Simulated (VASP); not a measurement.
Input of a VASP 6.6.1 run:

The input INCAR:

```
SYSTEM = AgI
  PREC = Accurate
  ENCUT = 500
  EDIFF = 1E-7
  ISMEAR = 0
  SIGMA = 0.02
  LREAL = .FALSE.
  LASPH = .TRUE.
  NELM = 120
  ALGO = Normal
  ISIF = 3
  LWAVE = .FALSE.
  LCHARG = .FALSE.
  IBRION = 2
  NSW = 100
  EDIFFG = -0.005
  GGA_COMPAT = .FALSE.
  NELMIN = 4
```

KPOINTS

```
regular mesh
0
G
  8 8 8
  0 0 0
```

Contents of POSCAR:

```
AgI
1.0
   -2.2453025837      2.2453025837      3.1716346899
    2.2453025837     -2.2453025837      3.1716346899
    2.2453025837      2.2453025837     -3.1716346899
Ag I
1 1
Direct
    0.2500000000      0.7500000000      0.5000000000
    0.0000000000      0.0000000000      0.0000000000
```

Potentials or basis: VASP PAW LDA potentials, release 64 (Ag, I).

Command:

```console
$ cat potpaw_LDA.64/Ag/POTCAR potpaw_LDA.64/I/POTCAR > POTCAR
$ mpirun -np 1 vasp_std > vasp.out
```

(1) What does it give for the band gap on the k mesh?

Answers

(1) 1.09 eV, direct.

Caveat: the relaxation stopped at its first step, so nothing moved; spin-orbit coupling is left out, which moves the levels of the heavy elements.
